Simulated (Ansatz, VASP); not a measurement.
## Two plane-wave programs on MnO

File INCAR:

```
PREC = Accurate
ENCUT = 700
EDIFF = 1E-6
ISMEAR = 0
SIGMA = 0.05
LREAL = F
LASPH = T
NELM = 120
ALGO = Normal
ISIF = 2
LWAVE = F
LCHARG = F
GGA = PE
NBANDS = 18
GGA_COMPAT = F
```

Contents of KPOINTS:

```
regular mesh
0
Gamma
  14 14 14
```

POSCAR

```
MnO
1.0
    0.0000000000      2.0233794126      2.0233794126
    2.0233794126      0.0000000000      2.0233794126
    2.0233794126      2.0233794126      0.0000000000
Mn O
1 1
Direct
    0.0000000000      0.0000000000      0.0000000000
    0.5000000000      0.5000000000      0.5000000000
```

Input for Ansatz:

```yaml
crystal:
  lattice:
    - [0.0, 2.0233794126, 2.0233794126]
    - [2.0233794126, 0.0, 2.0233794126]
    - [2.0233794126, 2.0233794126, 0.0]
  atoms:
    - { symbol: Mn, position: [0.0, 0.0, 0.0] }
    - { symbol: O, position: [0.5, 0.5, 0.5] }
basis:
  ecutwfc: 420
  ecutrho_ratio: 4
kpoints:
  mp_grid: { grid: [14, 14, 14] }
hamiltonian:
  xc: pbe
scf:
  occupations: { method: gaussian, width: 0.05 }
output:
  forces: true
  stress: true
  eigenvalues: true
```

Alike in both runs: task single point; functional PBE; k mesh 14 × 14 × 14; occupations gaussian, width 0.05 eV; no spin polarisation.

|  | VASP | Ansatz |
| --- | --- | --- |
| version | VASP 6.6.1 | Ansatz 0.2.0 |
| potentials or method | VASP PAW PBE potentials, release 64 (Mn_sv, O), cutoff 700 eV | scalar-relativistic, plane waves, PAW |
| valence electrons in the cell | 21 | 21 |

```csv
,VASP,Ansatz,Ansatz less VASP
gap on the k mesh at the Fermi level (eV),none,none,-
pressure (GPa),10.1,11.0,+0.96
```

A gap of «none» marks a metal or a gap that the smearing closes.
